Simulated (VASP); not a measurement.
# Mg8HO8 (a cell with a defect) in VASP: notebook

The runs below take Mg8HO8 (a cell with a defect) through single point, with PBE.

All numbers are computed with VASP 6.6.1; they aren't measurements. Logs are shortened: lines on timing, memory, paths and dates and some standing lists are left out, and cuts for length are marked.

### Step 1. The cell of the first run

The cell holds a defect, 17 atoms: a = 5.992 Å, b = 5.992 Å, c = 5.992 Å, α = 60.00°, β = 60.00°, γ = 60.00°.

### Step 2. Single point, PBE

Input file INCAR:

```
SYSTEM = Mg8HO8
PREC = Accurate
ENCUT = 520
EDIFF = 1E-6
ISMEAR = -1
SIGMA = 0.02
LREAL = .FALSE.
LASPH = .TRUE.
NELM = 120
ALGO = Normal
ISIF = 2
LWAVE = .FALSE.
LCHARG = .FALSE.
GGA = PE
NELECT = 64.0
NBANDS = 46
GGA_COMPAT = .FALSE.
```

Input file KPOINTS:

```
Automatic mesh
0
G
  2 2 2
  0 0 0
```

Input file POSCAR:

```
Mg8HO8
1.0
    0.0000000000      4.2370000000      4.2370000000
    4.2370000000      0.0000000000      4.2370000000
    4.2370000000      4.2370000000      0.0000000000
Mg O H
8 8 1
Direct
    0.0374793486     -0.0053811659     -0.0173943828
    0.0128392731     -0.0125560538      0.5147510031
    0.0013570923      0.4790535756      0.0016639131
    0.0582015577      0.5027849894      0.4709936276
    0.5034458343     -0.0011092754     -0.0042954921
    0.5202265754     -0.0068680670      0.4923530800
    0.5126622610      0.4927661081      0.0233065848
    0.4999527968      0.5209818268      0.4932263394
    0.2533986311      0.2297734246      0.2511800802
    0.2767996224      0.2405711588      0.7416804343
    0.2895798914      0.7336912910      0.2357918338
    0.3125324522      0.7278262922      0.7425536937
    0.7574699080      0.2502950201      0.2680198253
    0.7786051451      0.2305522776      0.7414326174
    0.7815671466      0.7336086854      0.2581307529
    0.7725513335      0.7686098655      0.7064668397
    0.7983832901      0.3756785461      0.5586853906
```

Potentials or basis: VASP PAW PBE potentials, release 64 (Mg, O, H).

On the command line:

```console
$ cat potpaw_PBE.64/Mg/POTCAR potpaw_PBE.64/O/POTCAR potpaw_PBE.64/H/POTCAR > POTCAR
$ mpirun -np 1 vasp_std > vasp.out
```

OUTCAR:

```text
SYSTEM = Mg8HO8
   PREC = Accurate
   ENCUT = 520
   EDIFF = 1E-6
   ISMEAR = -1
   LREAL = .FALSE.
   LASPH = .TRUE.
   NELM = 120
   ISIF = 2
   GGA = PE
   NELECT = 64.0

 ion  position               nearest neighbor table
   1  0.037  0.995  0.983-  10 2.06  14 2.12  11 2.14  12 2.15  15 2.19  13 2.30   5 2.85   3 2.86
                             2 2.90   6 2.92   7 2.93   4 2.94   4 3.06   7 3.07   6 3.08   2 3.10
   2  0.013  0.987  0.515-  16 1.96  14 1.99   9 2.05  17 2.10  13 2.13  12 2.25  11 2.26   8 2.86
                             1 2.90   4 2.91   5 2.97   3 2.99   6 2.99   6 3.00   3 3.01   5 3.03
   3  0.001  0.479  0.002-  13 2.01  10 2.12   9 2.13  15 2.18  16 2.24  12 2.38   7 2.83   1 2.86
                             5 2.94   4 2.96   8 2.98   2 2.99   2 3.01   8 3.03   5 3.05   4 3.07
   4  0.058  0.503  0.471-  17 1.80  11 1.96  10 2.08  15 2.08   9 2.12  16 2.14  14 2.34   7 2.70
                             8 2.77   2 2.91   6 2.92   1 2.94   3 2.96   1 3.06   3 3.07   6 3.09
   5  0.503  0.999  0.996-  11 2.04  10 2.04   9 2.06  14 2.15  16 2.21  15 2.29   1 2.85   8 2.92
                             7 2.93   3 2.94   2 2.97   6 2.98   6 3.01   2 3.03   3 3.05   8 3.07
   6  0.520  0.993  0.492-  16 1.98  12 2.01  15 2.10  13 2.10  10 2.11   9 2.16   8 2.89   7 2.91
                             1 2.92   4 2.92   5 2.98   2 2.99   2 3.00   5 3.01   1 3.08   4 3.09
   7  0.513  0.493  0.023-  11 1.92  12 2.05  13 2.07   9 2.22  16 2.29  14 2.31   4 2.70   3 2.83
                             8 2.87   6 2.91   5 2.93   1 2.93   1 3.07   5 3.07   6 3.09   8 3.13
   8  0.500  0.521  0.493-  17 1.71  12 1.95  11 1.99  15 2.11  13 2.11  10 2.14  14 2.24   4 2.77
                             2 2.86   7 2.87   6 2.89   5 2.92   3 2.98   3 3.03   5 3.07   6 3.11
   9  0.253  0.230  0.251-   2 2.05   5 2.06   4 2.12   3 2.13   6 2.16   7 2.22
  10  0.277  0.241  0.742-   5 2.04   1 2.06   4 2.08   6 2.11   3 2.12   8 2.14
  11  0.290  0.734  0.236-   7 1.92   4 1.96   8 1.99   5 2.04   1 2.14   2 2.26
  12  0.313  0.728  0.743-   8 1.95   6 2.01   7 2.05   1 2.15   2 2.25   3 2.38
  13  0.757  0.250  0.268-   3 2.01   7 2.07   6 2.10   8 2.11   2 2.13   1 2.30
  14  0.779  0.231  0.741-  17 1.00   2 1.99   1 2.12   5 2.15   8 2.24   7 2.31   4 2.34
  15  0.782  0.734  0.258-   4 2.08   6 2.10   8 2.11   3 2.18   1 2.19   5 2.29
  16  0.773  0.769  0.706-   2 1.96   6 1.98   4 2.14   5 2.21   3 2.24   7 2.29
  17  0.798  0.376  0.559-  14 1.00   8 1.71   4 1.80   2 2.10

  LATTYP: Found a face centered cubic cell.
 ALAT       =     8.4740000000

  Lattice vectors:

 A1 = (   0.0000000000,   4.2370000000,   4.2370000000)
 A2 = (   4.2370000000,   0.0000000000,   4.2370000000)
 A3 = (   4.2370000000,   4.2370000000,   0.0000000000)

Analysis of symmetry for initial positions (statically):
=====================================================================
 Subroutine PRICEL returns:
 Original cell was already a primitive cell.

 Routine SETGRP: Setting up the symmetry group for a
 face centered cubic supercell.

 Subroutine GETGRP returns: Found  1 space group operations
 (whereof  1 operations were pure point group operations)
 out of a pool of 48 trial point group operations.

The static configuration has the point symmetry C_1 .

Analysis of symmetry for dynamics (positions and initial velocities):
=====================================================================
 Subroutine PRICEL returns:
 Original cell was already a primitive cell.

 Routine SETGRP: Setting up the symmetry group for a
 face centered cubic supercell.

 Subroutine GETGRP returns: Found  1 space group operations
 (whereof  1 operations were pure point group operations)
 out of a pool of 48 trial point group operations.

The dynamic configuration has the point symmetry C_1 .

 Subroutine INISYM returns: Found  1 space group operations
 (whereof  1 operations are pure point group operations),
 and found     1 'primitive' translations

----------------------------------------------------------------------------------------

                                     Primitive cell

  volume of cell :     152.1267

  direct lattice vectors                    reciprocal lattice vectors
     0.000000000  4.237000000  4.237000000    -0.118008025  0.118008025  0.118008025
     4.237000000  0.000000000  4.237000000     0.118008025 -0.118008025  0.118008025
     4.237000000  4.237000000  0.000000000     0.118008025  0.118008025 -0.118008025

  length of vectors
     5.992022864  5.992022864  5.992022864     0.204395894  0.204395894  0.204395894

  position of ions in fractional coordinates (direct lattice)
     0.037479349  0.994618834  0.982605617
     0.012839273  0.987443946  0.514751003
     0.001357092  0.479053576  0.001663913
     0.058201558  0.502784989  0.470993628
     0.503445834  0.998890725  0.995704508
     0.520226575  0.993131933  0.492353080
[... 9 lines left out ...]
     0.772551333  0.768609865  0.706466840
     0.798383290  0.375678546  0.558685391

  ion indices of the primitive-cell ions
   primitive index   ion index
                 1           1
                 2           2
                 3           3
                 4           4
                 5           5
                 6           6
[... 9 lines left out ...]
                16          16
                17          17

----------------------------------------------------------------------------------------

 KPOINTS: Automatic mesh

Automatic generation of k-mesh.
 Grid dimensions read from file:
 generate k-points for:    2    2    2

 Generating k-lattice:

  Cartesian coordinates                     Fractional coordinates (reciprocal lattice)
    -0.059004012  0.059004012  0.059004012     0.500000000  0.000000000  0.000000000
     0.059004012 -0.059004012  0.059004012     0.000000000  0.500000000  0.000000000
     0.059004012  0.059004012 -0.059004012     0.000000000  0.000000000  0.500000000

  Length of vectors
     0.102197947  0.102197947  0.102197947

  Shift w.r.t. Gamma in fractional coordinates (k-lattice)
     0.000000000  0.000000000  0.000000000

 Subroutine IBZKPT returns following result:
 ===========================================

 Found      8 irreducible k-points:

 Following reciprocal coordinates:
            Coordinates               Weight
  0.000000  0.000000  0.000000      1.000000
  0.500000  0.000000  0.000000      1.000000
  0.000000  0.500000  0.000000      1.000000
  0.000000  0.000000  0.500000      1.000000
  0.500000  0.500000  0.500000      1.000000
  0.500000  0.500000  0.000000      1.000000
  0.000000  0.500000  0.500000      1.000000
  0.500000  0.000000  0.500000      1.000000
   k-points           NKPTS =      8   k-points in BZ     NKDIM =      8   number of bands    NBANDS=     46
   number of dos      NEDOS =    301   number of ions     NIONS =     17
   total plane-waves  NPLWV = 110592
   dimension x,y,z NGX =    48 NGY =   48 NGZ =   48
   dimension x,y,z NGXF=    96 NGYF=   96 NGZF=   96
   ions per type =               8   8   1
   NGX,Y,Z   is equivalent  to a cutoff of  13.32, 13.32, 13.32 a.u.
   NGXF,Y,Z  is equivalent  to a cutoff of  26.63, 26.63, 26.63 a.u.
 SYSTEM =  Mg8HO8
   PREC   = accura    normal or accurate (medium, high low for compatibility)
   ISTART =      0    job   : 0-new  1-cont  2-samecut
   ICHARG =      2    charge: 1-file 2-atom 10-const
   ISPIN  =      1    spin polarized calculation?
   LNONCOLLINEAR =      F non collinear calculations
   LSORBIT =      F    spin-orbit coupling
   LASPH  =      T    aspherical Exc in radial PAW
   ENCUT  =  520.0 eV  38.22 Ry    6.18 a.u.  11.14 11.14 11.14*2*pi/ulx,y,z
   NELM   =    120;   NELMIN=  2; NELMDL= -5     # of ELM steps
   EDIFF  = 0.1E-05   stopping-criterion for ELM
   LREAL  =      F    real-space projection
   EDIFFG = 0.1E-04   stopping-criterion for IOM
   NSW    =      0    number of steps for IOM
   IBRION =     -1    ionic relax: 0-MD 1-quasi-New 2-CG
   NFREE  =      0    steps in history (QN), initial steepest desc. (CG)
   ISIF   =      2    stress and relaxation
   ISYM   =      2    0-nonsym 1-usesym 2-fastsym
   POTIM  = 0.5000    time-step for ionic-motion
   TEBEG  =    0.0;   TEEND  =   0.0 temperature during run
   PSTRESS=    0.0 pullay stress
   NELECT =      64.0000    total number of electrons
   NUPDOWN=      -1.0000    fix difference up-down
   EMIN   =  10.00;   EMAX   =-10.00  energy-range for DOS
   EFERMI =   0.00;   METHOD = LEGACY
   ISMEAR =    -1;   SIGMA  =   0.02  broadening in eV -4-tet -1-fermi 0-gaus
   EFERMI_NEDOS =   21; number of points for ismear=-14 and -15
   IALGO  =     38    algorithm
   IMIX   =      4    mixing-type and parameters
     AMIX     =   0.40;   BMIX     =  1.00
     AMIX_MAG =   1.60;   BMIX_MAG =  1.00
  volume/ion in A,a.u.               =       8.95        60.39
  Fermi-wavevector in a.u.,A,eV,Ry     =   1.226685  2.318098 20.473447  1.504756
  Thomas-Fermi vector in A             =   2.361677
   LORBIT       =      0    0 simple, 1 ext, 2 COOP (PROOUT), +10 PAW based schemes
   GGA     = PE    functional components
   LHFCALC =     F    Hartree Fock is set to
   AEXX    =    0.0000 exact exchange contribution
   IVDW    =     0    specifies the selected vdW correction
   LEPSILON=     F    determine dielectric tensor
   LRPA    =     F    only Hartree local field effects (RPA)
 non-spin polarized calculation
  energy-cutoff  :      520.00
  volume of cell :      152.13
 maximum number of plane-waves:      4111
 NGX is ok and might be reduce to    48
   NGX = 23   NGY = 23   NGZ = 23

 number of electron      64.0000005 magnetization

 Free energy of the ion-electron system (eV)
  ---------------------------------------------------
  ext. energy  EPLUGINS =         0.00000000
  ---------------------------------------------------
  free energy    TOTEN  =      -100.75081463 eV

  energy without entropy =     -100.75081463  energy(sigma->0) =     -100.75081463

 E-fermi :   3.7920     XC(G=0): -10.9595

 val. band max:        3.2930523324   @ k =   0.0000   0.0000   0.0000
 cond. band min:       7.1520019098   @ k =   0.0000   0.0000   0.0000
 fundamental gap:      3.8589495774
 Fermi energy:         3.7919969296

 k-point     1 :       0.0000    0.0000    0.0000
  band No.  band energies     occupation
      1     -16.8159      2.00000
      2     -13.7234      2.00000
      3     -12.8434      2.00000
      4     -12.6975      2.00000
      5     -12.5283      2.00000
      6     -12.5081      2.00000
[... 36 lines left out ...]
     43      13.0663      0.00000
     44      14.3158      0.00000

 k-point     2 :       0.5000    0.0000    0.0000
  band No.  band energies     occupation
      1     -16.7971      2.00000
      2     -13.4862      2.00000
      3     -12.9808      2.00000
      4     -12.8420      2.00000
      5     -12.5888      2.00000
      6     -12.4519      2.00000
[... 36 lines left out ...]
     43      14.2619      0.00000
     44      14.5751      0.00000

 k-point     3 :       0.0000    0.5000    0.0000
  band No.  band energies     occupation
      1     -16.7953      2.00000
      2     -13.4133      2.00000
      3     -13.1518      2.00000
      4     -12.7250      2.00000
      5     -12.6160      2.00000
      6     -12.4823      2.00000
[... 224 lines left out ...]
     43      14.1032      0.00000
     44      14.4887      0.00000

 k-point     8 :       0.5000    0.0000    0.5000
  band No.  band energies     occupation
      1     -16.7896      2.00000
      2     -13.2966      2.00000
      3     -13.1721      2.00000
      4     -12.7670      2.00000
      5     -12.6669      2.00000
      6     -12.5339      2.00000
[... 36 lines left out ...]
     43      14.3027      0.00000
     44      14.4130      0.00000
 [bands above 44 left out]

------------------------ aborting loop because EDIFF is reached ----------------------------------------

  FORCE on cell =-STRESS in cart. coord.  units (eV):
  Direction    XX          YY          ZZ          XY          YZ          ZX
  --------------------------------------------------------------------------------------
  -------------------------------------------------------------------------------------
  Total       -0.6014402     -0.4077011      1.7849160     -1.0990461      4.6168954      0.4002515
  in kB       -6.3342857     -4.2938519     18.7984909    -11.5750026     48.6245095      4.2153934
  external PRESSURE =       2.7234511 kB  Pullay stress =       0.0000000 kB

 VOLUME and BASIS-vectors are now :
 -----------------------------------------------------------------------------
  energy-cutoff  :      520.00
  volume of cell :      152.13
      direct lattice vectors                 reciprocal lattice vectors
     0.000000000  4.237000000  4.237000000    -0.118008025  0.118008025  0.118008025
     4.237000000  0.000000000  4.237000000     0.118008025 -0.118008025  0.118008025
     4.237000000  4.237000000  0.000000000     0.118008025  0.118008025 -0.118008025

 POSITION                                       TOTAL-FORCE (eV/Angst)
 -----------------------------------------------------------------------------------
      8.37750      4.32210      4.37300        -0.024388      0.896658     -0.691494
      6.36480      2.23540      4.23820        -1.786404     -0.232899      0.307870
      2.03680      0.01280      2.03550         0.444535      0.449039      1.134099
      4.12590      2.24220      2.37690         0.762923     -0.029324      0.430574
      8.45110      6.35190      6.36540        -0.334767      0.274926     -0.085107
      6.29400      4.29030      6.41210        -0.179745      0.247622      0.297185
[... 9 lines left out ...]
      6.24990      6.26660      6.52990         0.332563      2.583816     -1.079957
      3.95890      5.74990      4.97450        -0.098374      0.827996     -0.113200
 -----------------------------------------------------------------------------------
    total drift:                               -0.000277      0.000075      0.000274

  FREE ENERGIE OF THE ION-ELECTRON SYSTEM (eV)
  ---------------------------------------------------
  free  energy   TOTEN  =      -100.7508146342 eV

  energy  without entropy=     -100.7508146342  energy(sigma->0) =     -100.75081463
```

Run time: 2.1 min. Hardware: 1 thread of Intel Xeon Platinum 8375C at 2.90GHz (Ice Lake), shared host; peak memory 0.32 GiB.

What came out:

* Free energy: -100.7508 eV
* Largest force: 2.820 eV/Å

Forces on the atoms (eV/Å):
```
Mg  -0.024  0.897 -0.691
Mg  -1.786 -0.233  0.308
Mg   0.445  0.449  1.134
Mg   0.763 -0.029  0.431
Mg  -0.335  0.275 -0.085
Mg  -0.180  0.248  0.297
Mg  -1.238 -0.804  0.385
Mg  -0.285 -1.198 -0.874
O    0.348  0.597  0.988
O    0.642 -0.675 -0.215
O    1.151 -0.475  0.256
O    1.060 -1.218 -1.334
O   -0.953 -0.826  0.274
O    0.951  0.258  0.282
O   -0.791 -0.677  0.039
O    0.333  2.584 -1.080
H   -0.098  0.828 -0.113
```

Caveat: the k points lie up to 0.64 Å⁻¹ apart; the cell carries a net charge on a neutralising background, which shifts energy and pressure; the cell is charged against a uniform background, so pressure and absolute levels hang on convention; the atoms stand as in a frame of molecular dynamics.

### Step 3. Single point, PBE

Input file INCAR:

```
ALGO = Normal
EDIFF = 1E-6
ENCUT = 520
GGA = PE
GGA_COMPAT = F
ISIF = 2
ISMEAR = -1
LASPH = T
LCHARG = F
LREAL = F
LWAVE = F
NBANDS = 46
NELECT = 64.0
NELM = 120
PREC = Accurate
SIGMA = 0.02
```

Input file KPOINTS:

```
k-points
0
Gamma
  2 2 2
```

Input file POSCAR:

```
Mg8HO8
1.0
    0.0000000000      4.2370000000      4.2370000000
    4.2370000000      0.0000000000      4.2370000000
    4.2370000000      4.2370000000      0.0000000000
Mg O H
8 8 1
Direct
   -0.0100188813     -0.0331720557      0.0309299032
    0.0487255133      0.0038352608      0.4503776257
    0.0516167099      0.4676658013      0.0128392731
    0.0289945716      0.5175477932      0.5171465660
    0.5295492093     -0.0164975218     -0.0039886712
    0.5267288176     -0.0025843757      0.5115529856
    0.5456101015      0.4887066321     -0.0357210290
    0.4729407600      0.5084375738      0.4930965306
    0.3029738022      0.2392966722      0.2391078593
    0.2741680434      0.2656006608      0.7242742506
    0.2597710644      0.7455864999      0.2462709464
    0.2612697663      0.7666273307      0.7300448430
    0.7962119424      0.2285461411      0.2412910078
    0.7574227047      0.2758791598      0.7181496342
    0.7530446070      0.6999409960      0.2873613406
    0.7433561482      0.7478876564      0.7587207930
    0.8201557706      0.3742270474      0.5197309417
```

Potentials or basis: VASP PAW PBE potentials, release 64 (Mg, O, H).

On the command line:

```console
$ cat potpaw_PBE.64/Mg/POTCAR potpaw_PBE.64/O/POTCAR potpaw_PBE.64/H/POTCAR > POTCAR
$ mpirun -np 1 vasp_std > vasp.out
```

Run time: 1.9 min. Hardware: 1 thread of Intel Xeon Platinum 8375C at 2.90GHz (Ice Lake), shared host; peak memory 0.33 GiB.

The run converged. Its results:

```yaml
Free_energy: -100.3745 eV
Largest_force: 2.510 eV/Å
```

Forces on the atoms (eV/Å):
```
Mg  -1.209  0.550  1.443
Mg   0.681  1.563 -0.712
Mg   0.305 -1.409  0.138
Mg  -0.530 -0.523 -0.001
Mg  -0.274 -0.430 -0.888
Mg  -0.097 -1.075 -0.785
Mg   2.411 -0.050 -0.695
Mg  -0.004  0.170  1.557
O   -0.439 -0.586 -0.158
O    0.494  1.310 -1.507
O   -0.409 -0.583  0.581
O    0.471  0.285 -1.136
O    0.102 -0.935 -0.317
O   -0.762  1.540 -0.939
O   -0.405 -0.117  1.963
O   -0.277  0.973  1.288
H   -0.057 -0.684  0.169
```

Levels at points of the mesh, in eV from the Fermi level:
| k point | band 28 | band 29 | band 30 | band 31 | band 32 | band 33 | band 34 | band 35 | band 36 | band 37 |
| --- | --- | --- | --- | --- | --- | --- | --- | --- | --- | --- |
| (0.00, 0.00, 0.00) | -1.04 | -1.00 | -0.61 | -0.57 | -0.52 | 3.42 | 5.97 | 7.03 | 7.11 | 7.26 |
| (0.50, 0.00, 0.00) | -1.36 | -1.08 | -1.02 | -0.77 | -0.68 | 5.14 | 6.31 | 7.78 | 8.14 | 8.59 |
| (0.00, 0.50, 0.00) | -1.38 | -1.09 | -1.05 | -0.73 | -0.63 | 5.48 | 6.14 | 7.78 | 8.25 | 8.42 |
| (0.00, 0.00, 0.50) | -1.39 | -1.08 | -0.96 | -0.83 | -0.66 | 5.77 | 6.11 | 8.00 | 8.08 | 8.44 |
| (0.50, 0.50, 0.50) | -1.48 | -0.93 | -0.90 | -0.89 | -0.81 | 5.03 | 6.31 | 7.78 | 7.97 | 8.55 |
| (0.50, 0.50, 0.00) | -1.28 | -1.23 | -1.12 | -1.09 | -0.97 | 6.44 | 6.73 | 7.97 | 8.12 | 8.42 |
| (0.00, 0.50, 0.50) | -1.38 | -1.31 | -1.11 | -0.92 | -0.77 | 5.89 | 6.94 | 7.71 | 8.07 | 8.37 |
| (0.50, 0.00, 0.50) | -1.30 | -1.24 | -1.14 | -0.91 | -0.86 | 6.38 | 6.69 | 7.90 | 8.06 | 8.28 |

Caveat: the k points lie up to 0.64 Å⁻¹ apart; the cell carries a net charge on a neutralising background, which shifts energy and pressure; the cell is charged against a uniform background, so pressure and absolute levels hang on convention; the atoms stand as in a frame of molecular dynamics.
